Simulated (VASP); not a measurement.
# Zr (Fm-3m) in VASP: a series of runs

Runs on Zr. Level: PBE. Tasks: single point.

Everything below comes from runs of VASP 6.6.1. Logs are shortened: lines on timing, memory, paths and dates and some standing lists are left out, and cuts for length are marked.

## Step 1: The cell of the first run

It takes space group Fm-3m (No. 225, cubic). Conventional cell: a = 4.540 Å, b = 4.540 Å, c = 4.540 Å, α = 90.00°, β = 90.00°, γ = 90.00°. Zr (site symmetry m-3m) has 12 Zr at 3.21 Å within 4.2 Å.

## Step 2: Single point, PBE (volume scaled by 1.02)

Input file INCAR:

```
PREC     = Accurate       # precision mode
ENCUT    = 520            # plane-wave cutoff, eV
EDIFF    = 1E-6           # SCF threshold, eV
ISMEAR   = -1             # smearing method
SIGMA    = 0.05           # smearing width, eV
LREAL    = F              # projectors in reciprocal space
LASPH    = T              # aspherical terms in the spheres
NELM     = 100            # most SCF steps
ALGO     = Normal         # electronic algorithm
ISIF     = 2              # what is computed and relaxed
LWAVE    = F              # write WAVECAR
LCHARG   = F              # write CHGCAR
GGA      = PE             # functional
NBANDS   = 12             # bands
```

Input file KPOINTS:

```
regular mesh
0
Gamma
  10 10 10
```

Input file POSCAR:

```
Zr
1.0
    0.0000000000      2.2699342101      2.2699342101
    2.2699342101      0.0000000000      2.2699342101
    2.2699342101      2.2699342101      0.0000000000
Zr
1
Direct
    0.0000000000      0.0000000000      0.0000000000
```

Potentials or basis: VASP PAW PBE potentials, release 64 (Zr_sv).

Run with:

```
$ cat potpaw_PBE.64/Zr_sv/POTCAR > POTCAR
$ mpirun -np 1 vasp_std > vasp.out
```

OUTCAR:

```text
PREC = Accurate
   ENCUT = 520
   EDIFF = 1E-6
   ISMEAR = -1
   LREAL = F
   LASPH = T
   NELM = 100
   ISIF = 2
   GGA = PE

 ion  position               nearest neighbor table
   1  0.000  0.000  0.000-

  LATTYP: Found a face centered cubic cell.
 ALAT       =     4.5398684202

  Lattice vectors:

 A1 = (   0.0000000000,   2.2699342101,   2.2699342101)
 A2 = (   2.2699342101,   0.0000000000,   2.2699342101)
 A3 = (   2.2699342101,   2.2699342101,   0.0000000000)

Analysis of symmetry for initial positions (statically):
=====================================================================
 Subroutine PRICEL returns:
 Original cell was already a primitive cell.

 Routine SETGRP: Setting up the symmetry group for a
 face centered cubic supercell.

 Subroutine GETGRP returns: Found 48 space group operations
[... 9 lines left out ...]

 Routine SETGRP: Setting up the symmetry group for a
 face centered cubic supercell.

 Subroutine GETGRP returns: Found 48 space group operations
[... 11 lines left out ...]
                                     Primitive cell

  volume of cell :      23.3921

  direct lattice vectors                    reciprocal lattice vectors
     0.000000000  2.269934210  2.269934210    -0.220270701  0.220270701  0.220270701
     2.269934210  0.000000000  2.269934210     0.220270701 -0.220270701  0.220270701
     2.269934210  2.269934210  0.000000000     0.220270701  0.220270701 -0.220270701

  length of vectors
     3.210171746  3.210171746  3.210171746     0.381520046  0.381520046  0.381520046

  position of ions in fractional coordinates (direct lattice)
     0.000000000  0.000000000  0.000000000

  ion indices of the primitive-cell ions
   primitive index   ion index
                 1           1

----------------------------------------------------------------------------------------

 KPOINTS: regular mesh

Automatic generation of k-mesh.
 Grid dimensions read from file:
 generate k-points for:   10   10   10

 Generating k-lattice:

  Cartesian coordinates                     Fractional coordinates (reciprocal lattice)
    -0.022027070  0.022027070  0.022027070     0.100000000  0.000000000  0.000000000
     0.022027070 -0.022027070  0.022027070     0.000000000  0.100000000  0.000000000
     0.022027070  0.022027070 -0.022027070     0.000000000  0.000000000  0.100000000

  Length of vectors
     0.038152005  0.038152005  0.038152005
[... 46 lines left out ...]
   ISTART =      0    job   : 0-new  1-cont  2-samecut
   ICHARG =      2    charge: 1-file 2-atom 10-const
   ISPIN  =      1    spin polarized calculation?
   LNONCOLLINEAR =      F non collinear calculations
   LSORBIT =      F    spin-orbit coupling
   LASPH  =      T    aspherical Exc in radial PAW
   ENCUT  =  520.0 eV  38.22 Ry    6.18 a.u.   5.97  5.97  5.97*2*pi/ulx,y,z
   NELM   =    100;   NELMIN=  2; NELMDL= -5     # of ELM steps
   EDIFF  = 0.1E-05   stopping-criterion for ELM
   LREAL  =      F    real-space projection
   EDIFFG = 0.1E-04   stopping-criterion for IOM
   NSW    =      0    number of steps for IOM
   IBRION =     -1    ionic relax: 0-MD 1-quasi-New 2-CG
   NFREE  =      0    steps in history (QN), initial steepest desc. (CG)
   ISIF   =      2    stress and relaxation
   ISYM   =      2    0-nonsym 1-usesym 2-fastsym
   POTIM  = 0.5000    time-step for ionic-motion
   TEBEG  =    0.0;   TEEND  =   0.0 temperature during run
   PSTRESS=    0.0 pullay stress
   NELECT =      12.0000    total number of electrons
   NUPDOWN=      -1.0000    fix difference up-down
   EMIN   =  10.00;   EMAX   =-10.00  energy-range for DOS
[... 5 lines left out ...]
     AMIX     =   0.40;   BMIX     =  1.00
     AMIX_MAG =   1.60;   BMIX_MAG =  1.00
  volume/ion in A,a.u.               =      23.39       157.86
  Fermi-wavevector in a.u.,A,eV,Ry     =   1.310525  2.476533 23.367677  1.717476
  Thomas-Fermi vector in A             =   2.441049
   LORBIT       =      0    0 simple, 1 ext, 2 COOP (PROOUT), +10 PAW based schemes
   GGA     = PE    functional components
   LHFCALC =     F    Hartree Fock is set to
   AEXX    =    0.0000 exact exchange contribution
   IVDW    =     0    specifies the selected vdW correction
   LEPSILON=     F    determine dielectric tensor
   LRPA    =     F    only Hartree local field effects (RPA)
 non-spin polarized calculation
  energy-cutoff  :      520.00
  volume of cell :       23.39
 maximum number of plane-waves:       640
   NGX = 11   NGY = 11   NGZ = 11

 number of electron      12.0000000 magnetization

 Free energy of the ion-electron system (eV)
  ---------------------------------------------------
  ext. energy  EPLUGINS =         0.00000000
  ---------------------------------------------------
  free energy    TOTEN  =        -8.48747911 eV

  energy without entropy =       -8.47543820  energy(sigma->0) =       -8.48145865

 E-fermi :   8.8234     XC(G=0): -11.0612

 val. band max:        8.8050024710   @ k =   0.4000   0.1000   0.0000
 cond. band min:       8.8260580600   @ k =  -0.3000   0.2000   0.0000
 fundamental gap:      0.0210555890
 Fermi energy:         8.8234481026

 k-point     1 :       0.0000    0.0000    0.0000
  band No.  band energies     occupation
      1     -39.8845      2.00000
      2     -17.4075      2.00000
      3     -17.4075      2.00000
      4     -17.4075      2.00000
      5       3.2910      2.00000
      6       9.8114      0.00000
      7       9.8114      0.00000
      8       9.8114      0.00000
      9      12.2062      0.00000
     10      12.2062      0.00000
     11      19.3214      0.00000
     12      23.4763      0.00000
[... 331 lines left out ...]
 k-point    24 :       0.4000    0.3000    0.0000
  band No.  band energies     occupation
      1     -39.7383      2.00000
      2     -18.1278      2.00000
      3     -17.6967      2.00000
      4     -17.6657      2.00000
      5       6.2336      2.00000
      6       7.2697      2.00000
      7       9.8854      0.00000
      8      12.2226      0.00000
      9      13.2186      0.00000
     10      13.8587      0.00000
     11      20.3050      0.00000
     12      21.4324      0.00000

 [... further k-points ...]
[... 5 lines left out ...]
  --------------------------------------------------------------------------------------
  -------------------------------------------------------------------------------------
  Total       -0.0817892     -0.0817892     -0.0817892     -0.0000000     -0.0000000      0.0000000
  in kB       -5.6019175     -5.6019175     -5.6019175     -0.0000000     -0.0000000      0.0000000
  external PRESSURE =      -5.6019175 kB  Pullay stress =       0.0000000 kB

 VOLUME and BASIS-vectors are now :
 -----------------------------------------------------------------------------
  energy-cutoff  :      520.00
  volume of cell :       23.39
      direct lattice vectors                 reciprocal lattice vectors
     0.000000000  2.269934210  2.269934210    -0.220270701  0.220270701  0.220270701
     2.269934210  0.000000000  2.269934210     0.220270701 -0.220270701  0.220270701
     2.269934210  2.269934210  0.000000000     0.220270701  0.220270701 -0.220270701

 POSITION                                       TOTAL-FORCE (eV/Angst)
 -----------------------------------------------------------------------------------
      0.00000      0.00000      0.00000         0.000000      0.000000      0.000000
 -----------------------------------------------------------------------------------
    total drift:                                0.000000     -0.000000     -0.000000

  FREE ENERGIE OF THE ION-ELECTRON SYSTEM (eV)
  ---------------------------------------------------
  free  energy   TOTEN  =        -8.4874791058 eV

  energy  without entropy=       -8.4754381952  energy(sigma->0) =       -8.48145865
```

OSZICAR:

```text
N       E                     dE             d eps       ncg     rms          rms(c)
DAV:   1     0.838850686758E+02    0.83885E+02   -0.68522E+03  1128   0.987E+02
DAV:   2    -0.573104050245E+01   -0.89616E+02   -0.86911E+02  1316   0.267E+02
DAV:   3    -0.878041317181E+01   -0.30494E+01   -0.30100E+01  1764   0.404E+01
DAV:   4    -0.882868940454E+01   -0.48276E-01   -0.48265E-01  1284   0.483E+00
DAV:   5    -0.882955721625E+01   -0.86781E-03   -0.86780E-03  1680   0.470E-01    0.101E+01
DAV:   6    -0.853942261707E+01    0.29013E+00   -0.38137E-01  1232   0.572E+00    0.397E+00
DAV:   7    -0.848451062623E+01    0.54912E-01   -0.20556E-01  1324   0.402E+00    0.724E-01
DAV:   8    -0.848748777764E+01   -0.29772E-02   -0.12310E-02  1348   0.127E+00    0.971E-02
DAV:   9    -0.848748833048E+01   -0.55284E-06   -0.43992E-04  1448   0.186E-01    0.222E-02
DAV:  10    -0.848748372817E+01    0.46023E-05   -0.14248E-05  1364   0.388E-02    0.700E-03
DAV:  11    -0.848747920291E+01    0.45253E-05   -0.19642E-06  1276   0.122E-02    0.195E-03
DAV:  12    -0.848747910579E+01    0.97120E-07   -0.92214E-08   680   0.230E-03
   1 F= -.84874791E+01 E0= -.84814587E+01  d E =-.120409E-01
```

It took 7 s on 1 thread of Intel Xeon Platinum 8259CL at 2.50GHz (Skylake/Cascade Lake), shared host; peak memory 0.14 GiB.

What came out:

```yaml
Free_energy: -8.4875 eV
Pressure: -0.6 GPa
Band_gap_on_the_k_mesh: zero (band 6 reaches 9.81 eV, above the bottom of band 7 at 8.56 eV)
```

Levels at points of the mesh, in eV from the Fermi level:
```tsv
k point	band 3	band 4	band 5	band 6	band 7	band 8	band 9	band 10
(0.00, 0.00, 0.00)	-26.23	-26.23	-5.53	0.99	0.99	0.99	3.38	3.38
(0.50, 0.00, 0.00)	-26.35	-26.35	-2.92	0.81	0.81	1.09	5.15	5.15
(0.50, 0.50, 0.00)	-26.57	-26.57	-2.94	-2.15	2.97	5.15	5.65	5.65
```

## Step 3: Single point, PBE (volume scaled by 1.04)

Input file INCAR:

```
SYSTEM = Zr
ALGO = Fast
EDIFF = 1E-6
ENCUT = 520
GGA = PE
ISIF = 2
ISMEAR = -1
LASPH = .True.
LCHARG = .False.
LREAL = .False.
LWAVE = .False.
NBANDS = 12
NELM = 60
PREC = Accurate
SIGMA = 0.05
```

Input file KPOINTS:

```
k-points
0
Gamma
  10 10 10
  0 0 0
```

Input file POSCAR:

```
Zr
1.0
    0.0000000000      2.2846744556      2.2846744556
    2.2846744556      0.0000000000      2.2846744556
    2.2846744556      2.2846744556      0.0000000000
Zr
1
Direct
    0.0000000000      0.0000000000      0.0000000000
```

Potentials or basis: VASP PAW PBE potentials, release 64 (Zr_sv).

Run with:

```
$ cat potpaw_PBE.64/Zr_sv/POTCAR > POTCAR
$ mpirun -np 1 vasp_std > vasp.out
```

OUTCAR:

```text
SYSTEM = Zr
   EDIFF = 1E-6
   ENCUT = 520
   GGA = PE
   ISIF = 2
   ISMEAR = -1
   LASPH = .True.
   LREAL = .False.
   NELM = 60
   PREC = Accurate

 ion  position               nearest neighbor table
   1  0.000  0.000  0.000-

  LATTYP: Found a face centered cubic cell.
 ALAT       =     4.5693489112

  Lattice vectors:

 A1 = (   0.0000000000,   2.2846744556,   2.2846744556)
 A2 = (   2.2846744556,   0.0000000000,   2.2846744556)
 A3 = (   2.2846744556,   2.2846744556,   0.0000000000)

Analysis of symmetry for initial positions (statically):
=====================================================================
 Subroutine PRICEL returns:
 Original cell was already a primitive cell.

 Routine SETGRP: Setting up the symmetry group for a
 face centered cubic supercell.

 Subroutine GETGRP returns: Found 48 space group operations
[... 9 lines left out ...]

 Routine SETGRP: Setting up the symmetry group for a
 face centered cubic supercell.

 Subroutine GETGRP returns: Found 48 space group operations
[... 11 lines left out ...]
                                     Primitive cell

  volume of cell :      23.8508

  direct lattice vectors                    reciprocal lattice vectors
     0.000000000  2.284674456  2.284674456    -0.218849560  0.218849560  0.218849560
     2.284674456  0.000000000  2.284674456     0.218849560 -0.218849560  0.218849560
     2.284674456  2.284674456  0.000000000     0.218849560  0.218849560 -0.218849560

  length of vectors
     3.231017601  3.231017601  3.231017601     0.379058558  0.379058558  0.379058558

  position of ions in fractional coordinates (direct lattice)
     0.000000000  0.000000000  0.000000000

  ion indices of the primitive-cell ions
   primitive index   ion index
                 1           1

----------------------------------------------------------------------------------------

 KPOINTS: k-points
[... 85 lines left out ...]
   IALGO  =     68    algorithm
   IMIX   =      4    mixing-type and parameters
     AMIX     =   0.40;   BMIX     =  1.00
     AMIX_MAG =   1.60;   BMIX_MAG =  1.00
  volume/ion in A,a.u.               =      23.85       160.95
  Fermi-wavevector in a.u.,A,eV,Ry     =   1.302070  2.460555 23.067123  1.695386
  Thomas-Fermi vector in A             =   2.433162
   LORBIT       =      0    0 simple, 1 ext, 2 COOP (PROOUT), +10 PAW based schemes
   GGA     = PE    functional components
   LHFCALC =     F    Hartree Fock is set to
   AEXX    =    0.0000 exact exchange contribution
   IVDW    =     0    specifies the selected vdW correction
   LEPSILON=     F    determine dielectric tensor
   LRPA    =     F    only Hartree local field effects (RPA)
 non-spin polarized calculation
 RMM-DIIS sequential band-by-band and
  energy-cutoff  :      520.00
  volume of cell :       23.85
 maximum number of plane-waves:       656
   NGX = 13   NGY = 13   NGZ = 13

 number of electron      12.0000000 magnetization

 Free energy of the ion-electron system (eV)
  ---------------------------------------------------
  ext. energy  EPLUGINS =         0.00000000
  ---------------------------------------------------
  free energy    TOTEN  =        -8.48362814 eV

  energy without entropy =       -8.47171471  energy(sigma->0) =       -8.47767143

 E-fermi :   8.6090     XC(G=0): -10.9737

 val. band max:        8.5749409728   @ k =   0.4000   0.1000   0.0000
 cond. band min:       8.6270223822   @ k =   0.3000   0.0000   0.0000
 fundamental gap:      0.0520814094
 Fermi energy:         8.6089707013

 k-point     1 :       0.0000    0.0000    0.0000
  band No.  band energies     occupation
      1     -40.1381      2.00000
      2     -17.6865      2.00000
      3     -17.6865      2.00000
      4     -17.6865      2.00000
      5       3.1129      2.00000
      6       9.5908      0.00000
      7       9.5908      0.00000
      8       9.5908      0.00000
      9      11.9248      0.00000
     10      11.9248      0.00000
     11      19.0678      0.00000
     12      23.1488      0.00000
[... 331 lines left out ...]
 k-point    24 :       0.4000    0.3000    0.0000
  band No.  band energies     occupation
      1     -40.0033      2.00000
      2     -18.3626      2.00000
      3     -17.9583      2.00000
      4     -17.9292      2.00000
      5       6.0570      2.00000
      6       7.1064      2.00000
      7       9.6302      0.00000
      8      11.9424      0.00000
      9      12.9081      0.00000
     10      13.5322      0.00000
     11      19.8862      0.00000
     12      21.0118      0.00000

 [... further k-points ...]
[... 5 lines left out ...]
  --------------------------------------------------------------------------------------
  -------------------------------------------------------------------------------------
  Total       -0.3334059     -0.3334059     -0.3334059      0.0000000      0.0000000      0.0000000
  in kB      -22.3965363    -22.3965363    -22.3965363      0.0000000      0.0000000      0.0000000
  external PRESSURE =     -22.3965363 kB  Pullay stress =       0.0000000 kB

 VOLUME and BASIS-vectors are now :
 -----------------------------------------------------------------------------
  energy-cutoff  :      520.00
  volume of cell :       23.85
      direct lattice vectors                 reciprocal lattice vectors
     0.000000000  2.284674456  2.284674456    -0.218849560  0.218849560  0.218849560
     2.284674456  0.000000000  2.284674456     0.218849560 -0.218849560  0.218849560
     2.284674456  2.284674456  0.000000000     0.218849560  0.218849560 -0.218849560

 POSITION                                       TOTAL-FORCE (eV/Angst)
 -----------------------------------------------------------------------------------
      0.00000      0.00000      0.00000        -0.000000     -0.000000      0.000000
 -----------------------------------------------------------------------------------
    total drift:                                0.000000     -0.000000     -0.000000

  FREE ENERGIE OF THE ION-ELECTRON SYSTEM (eV)
  ---------------------------------------------------
  free  energy   TOTEN  =        -8.4836281444 eV

  energy  without entropy=       -8.4717147063  energy(sigma->0) =       -8.47767143
```

stdout:

```text
POSCAR found type information on POSCAR Zr
 POSCAR found :  1 types and       1 ions
 scaLAPACK will be used
 LDA part: xc-table for (Slater+PW92), standard interpolation
 POSCAR, INCAR and KPOINTS ok, starting setup
 FFT: planning ... GRIDC
 FFT: planning ... GRID_SOFT
 FFT: planning ... GRID
 WAVECAR not read
 entering main loop
WARNING in EDDRMM: call to ZHEGV failed, returncode =   8  4     11
WARNING in EDDRMM: call to ZHEGV failed, returncode =   6  3      5
```

It took 10 s on 1 thread of Intel Xeon Platinum 8259CL at 2.50GHz (Skylake/Cascade Lake), shared host; peak memory 0.14 GiB.

Results:

```yaml
Free_energy: -8.4836 eV
Pressure: -2.2 GPa
Band_gap_on_the_k_mesh: zero (band 6 reaches 9.59 eV, above the bottom of band 7 at 8.37 eV)
```
